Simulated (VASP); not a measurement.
Write the native input for VASP 6.6.1 that does the following.

- Task: single point
- Functional: LDA
- Potentials or basis: VASP PAW LDA potentials, release 64 (Cu, Pt)
- Cutoff: 520 eV
- k mesh: 9 × 9 × 9
- Occupations: fermi-dirac, width 0.05 eV
- Spin: no spin polarisation
- Dipole correction: no
- Further INCAR settings: ALGO = Normal; EDIFF = 1e-06; NBANDS = 30

The structure of Cu3Pt lies in POSCAR:

```
Cu3Pt
1.0
    3.7223256719      0.0000000000      0.0000000000
    0.0000000000      3.7223256719      0.0000000000
    0.0000000000      0.0000000000      3.7223256719
Cu Pt
3 1
Direct
    0.0000000000      0.5000000000      0.5000000000
    0.5000000000      0.0000000000      0.5000000000
    0.5000000000      0.5000000000      0.0000000000
    0.0000000000      0.0000000000      0.0000000000
```

This cell differs from its parent crystal: volume scaled by 1.01.

These files were run (other wordings do the same):

INCAR

```
PREC = Accurate ; ENCUT = 520
EDIFF = 1E-6 ; ISMEAR = -1
SIGMA = 0.05 ; LREAL = F
LASPH = T ; NELM = 80
ALGO = Normal ; ISIF = 2
LWAVE = F ; LCHARG = T
GGA = CA ; LELF = T
LVHAR = T ; NBANDS = 30
```

KPOINTS

```
Automatic mesh
0
Gamma
  9 9 9
```

Potentials or basis: VASP PAW LDA potentials, release 64 (Cu, Pt).

Run with:

```console
$ cat potpaw_LDA.64/Cu/POTCAR potpaw_LDA.64/Pt/POTCAR > POTCAR
$ mpirun -np 1 vasp_std > vasp.out
```

Results of the run:

```json
{"Pressure": "-12.8 GPa"}
```

Wall time 23 s on 1 thread of Intel(R) Xeon(R) 6975P-C (Granite Rapids), with other jobs on the host, peak memory 0.17 GiB.
